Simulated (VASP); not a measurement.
BaTiO3 (Barioperovskite):

```xyz
5
Lattice="3.9855 0.0000 0.0000 0.0000 2.8369 2.8451 0.0000 -2.8369 2.8451" Properties=species:S:1:pos:R:3 pbc="T T T"
Ba    0.0000    0.0000    0.0000
Ti    1.9928    0.0000    2.9157
O     1.9928    1.3804    4.2594
O     1.9928   -1.3804    4.2594
O     0.0000    0.0000    2.7735
```

* Program: VASP 6.6.1
* Task: relaxation of cell and atoms
* Functional: PBEsol
* Dispersion: D4
* Potentials or basis: VASP PAW PBE potentials, release 64 (Ba_sv, Ti_sv, O)
* Cutoff: 600 eV
* k mesh: 7 × 7 × 7
* Occupations: fermi-dirac, width 0.05 eV
* Spin: no spin polarisation

At the start: pressure -4.0 GPa; volume 12.87 Å³/atom.

**Question.** How do energy, volume and symmetry change on relaxing?

**Answer.** Over 13 steps the energy falls by 7.6 meV/atom and the volume is 12.67 Å³/atom (-1.6 %); space group Amm2 (No. 38, to 0.05 Å).

The path:
| step | energy change (eV) | largest force (eV/Å) | pressure (GPa) | volume (Å³) |
| --- | --- | --- | --- | --- |
| 1 | 0.0000 | 0.2831 | -3.96 | 64.34 |
| 2 | -0.0039 | 0.2346 | 4.82 | 61.42 |
| 3 | -0.0233 | 0.2036 | 0.43 | 62.78 |
| 4 | -0.0290 | 0.1572 | 0.35 | 62.85 |
| 5 | -0.0362 | 0.0851 | 0.19 | 63.06 |
| 6 | -0.0374 | 0.0626 | -0.24 | 63.28 |
| 7 | -0.0374 | 0.0644 | -0.22 | 63.26 |
| 8 | -0.0375 | 0.0307 | 0.43 | 63.10 |
| 9 | -0.0376 | 0.0322 | 0.18 | 63.16 |
| 10 | -0.0379 | 0.0175 | 0.05 | 63.25 |
| 11 | -0.0379 | 0.0238 | 0.00 | 63.28 |
| 12 | -0.0380 | 0.0141 | -0.01 | 63.30 |
| 13 | -0.0380 | 0.0072 | -0.02 | 63.33 |

Final structure:
```
CELL_PARAMETERS angstrom
3.95254 0.00000 0.00000
0.00000 2.82620 2.83461
0.00000 -2.82620 2.83461
ATOMIC_POSITIONS crystal
Ba 0.00000 0.00570 0.00570
Ti 0.50000 0.51849 0.51849
O 0.50000 0.98581 0.49434
O 0.50000 0.49434 0.98581
O 0.00000 0.49253 0.49253
```

Caveat: the PAW data sets were made with another functional, which shifts forces and pressure a little.
